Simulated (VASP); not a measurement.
SrO:

```
CELL_PARAMETERS angstrom
0.00000 2.56630 2.56630
2.56630 0.00000 2.56630
2.56630 2.56630 0.00000
ATOMIC_POSITIONS crystal
Sr 0.50000 0.50000 0.50000
O 0.00000 0.00000 0.00000
```

Base run:

| Quantity | Value |
| --- | --- |
| Program | VASP 6.6.1 |
| Functional | r2SCAN |
| Potentials or basis | VASP PAW PBE potentials, release 64 (Sr_sv, O) |
| Cutoff | 520 eV |
| k mesh | 7 × 7 × 7 |
| Occupations | fermi-dirac, width 0.05 eV |
| Spin | non-collinear spin, zero start, spin-orbit coupling |
| Starting moments | [[0.0, 0.0, 0.0], [0.0, 0.0, 0.0]] μB |

Its results: pressure 2.1 GPa; net moment 0.00 μB per cell.

The run is repeated on the same cell with these changes: functional from r2SCAN to PBEsol. What comes out?

Pressure 0.1 GPa; net moment 0.00 μB per cell.

Caveats: the PAW data sets were made with another functional, which shifts forces and pressure a little.
